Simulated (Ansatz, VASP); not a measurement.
# CdSe: VASP beside Ansatz

```
Cd Se
1.0
     3.55686    0.00000    0.00000
     0.00000    3.55686    0.00000
     0.00000    0.00000    3.55686
Cd Se
1 1
Cartesian
  1.7784 1.7784 1.7784
  0.0000 0.0000 0.0000
```

Alike in both runs: task single point; functional HSE06; k mesh 4 × 4 × 4; occupations fermi-dirac, width 0.05 eV; non-collinear spin, spin-orbit coupling.

```csv
,VASP,Ansatz
version,VASP 6.6.1,Ansatz 0.2.0
potentials or method,"VASP PAW PBE potentials, release 64 (Cd, Se)",Ansatz PAW
plane-wave cutoff (eV),520,420
valence electrons in the cell,18,36
```

```csv
,VASP,Ansatz,Ansatz less VASP
pressure (GPa),-1.4,-1.6,-0.14
net moment per atom (μB),0.00,0.00,-0.001
```

The functional is the same, so the differences come from potentials, cutoffs and numerics. VASP's potentials hold 18 valence electrons a cell and Ansatz's 36, so a difference there can come from the potentials and not from the codes.

The k mesh is coarse, so the values compare programs but aren't converged.
